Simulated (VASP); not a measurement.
Write the native input for VASP 6.6.1 that does the following.

```
Task                   : single point
Functional             : PBE
Potentials or basis    : VASP PAW PBE potentials, release 64 (Sr_sv, Ti_sv, O)
Cutoff                 : 520 eV
k mesh                 : 8 × 8 × 8
Occupations            : gaussian, width 0.05 eV
Spin                   : no spin polarisation
Dipole correction      : no
Further INCAR settings : ALGO = Normal; EDIFF = 1e-07; NBANDS = 28
```

The structure of SrTiO3 lies in POSCAR:

```
SrTiO3
1.0
    3.9364094381      0.0000000000      0.0000000000
    0.0000000000      3.9364094381      0.0000000000
    0.0000000000      0.0000000000      3.9364094381
Sr Ti O
1 1 3
Direct
    0.0006835254      0.0000000000      0.0000000000
    0.5032269229      0.5000000000      0.5000000000
   -0.0048775414      0.5000000000      0.5000000000
    0.4957398015      0.0000000000      0.5000000000
    0.4957398015      0.5000000000      0.0000000000
```

This cell differs from its parent crystal: mode 1 frozen in at -0.019 Å, strain +e along z and -e/2 along x and y +0.0000.

The input as run:

INCAR

```
  PREC = Accurate
  ENCUT = 520
  EDIFF = 1E-7
  ISMEAR = 0
  SIGMA = 0.05
  LREAL = F
  LASPH = T
  NELM = 60
  ALGO = Normal
  ISIF = 2
  LWAVE = F
  LCHARG = F
  GGA = PE
  NBANDS = 28
```

KPOINTS

```
Automatic mesh
0
Gamma
  8 8 8
```

Potentials or basis: VASP PAW PBE potentials, release 64 (Sr_sv, Ti_sv, O).

The run is started by

```console
$ cat potpaw_PBE.64/Sr_sv/POTCAR potpaw_PBE.64/Ti_sv/POTCAR potpaw_PBE.64/O/POTCAR > POTCAR
$ mpirun -np 1 vasp_std > vasp.out
```

Results of the run:

```json
{"Pressure": "0.7 GPa", "Largest force": "0.026 eV/Å", "Band gap on the k mesh": "1.81 eV, indirect (least direct gap 2.20 eV)"}
```

Caveat: the cell differs from its parent crystal (mode 1 frozen in at -0.019 Å, strain +e along z and -e/2 along x and y +0.0000).

It took 2.7 min on 1 thread of AMD EPYC 7R43 64-Core Processor (Zen 3), on a shared host, peak memory 0.22 GiB.
